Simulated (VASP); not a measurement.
BaMg2H3:

```
Ba Mg H
1.0
     3.59450    0.00000    0.00000
    -1.79725    3.11293    0.00000
     0.00000    0.00000    8.74310
Ba Mg H
1 2 3
Direct
  0.00000 0.00000 0.00000
  0.33333 0.66667 0.37389
  0.66667 0.33333 0.62611
  0.33333 0.66667 0.75222
  0.66667 0.33333 0.24778
  0.00000 0.00000 0.50000
```

| Item | Value |
| --- | --- |
| Program | VASP 6.6.1 |
| Task | relaxation of cell and atoms |
| Functional | PBE |
| Potentials or basis | VASP PAW PBE potentials, release 64 (Ba_sv, Mg_sv, H) |
| Cutoff | 750 eV |
| k mesh | 6 × 6 × 2 |
| Occupations | gaussian, width 0.1 eV |
| Spin | no spin polarisation |

At the start: pressure -1.0 GPa; volume 16.31 Å³/atom.

Task: How do energy, volume and symmetry change on relaxing?

Result: Over 8 steps the energy falls by 22.1 meV/atom and the volume is 15.82 Å³/atom (-3.0 %); space group P-3m1 (No. 164, to 0.1 Å) before and after.

Step by step:
```
step  energy change (eV)  largest force (eV/Å)  pressure (GPa)  volume (Å³)
   1              0.0000                0.5006           -1.02        97.83
   2             -0.0400                0.4130           -0.63        96.36
   3             -0.0987                0.1571            0.96        92.00
   4             -0.0990                0.1576            1.14        91.62
   5             -0.1156                0.1484            0.45        93.25
   6             -0.1202                0.1422           -0.13        94.79
   7             -0.1249                0.1155           -0.10        94.83
   8             -0.1329                0.0357            0.01        94.94
```

Final structure:
```yaml
crystal:
  lattice:
    - [3.64385, 0.00000, 0.00000]
    - [-1.82193, 3.15567, 0.00000]
    - [0.00000, 0.00000, 8.25679]
  atoms:
    - { symbol: Ba, position: [0.00000, 0.00000, 0.00000] }
    - { symbol: Mg, position: [0.33333, 0.66667, 0.35788] }
    - { symbol: Mg, position: [0.66667, 0.33333, 0.64212] }
    - { symbol: H, position: [0.33333, 0.66667, 0.76721] }
    - { symbol: H, position: [0.66667, 0.33333, 0.23279] }
    - { symbol: H, position: [0.00000, 0.00000, 0.50000] }
```
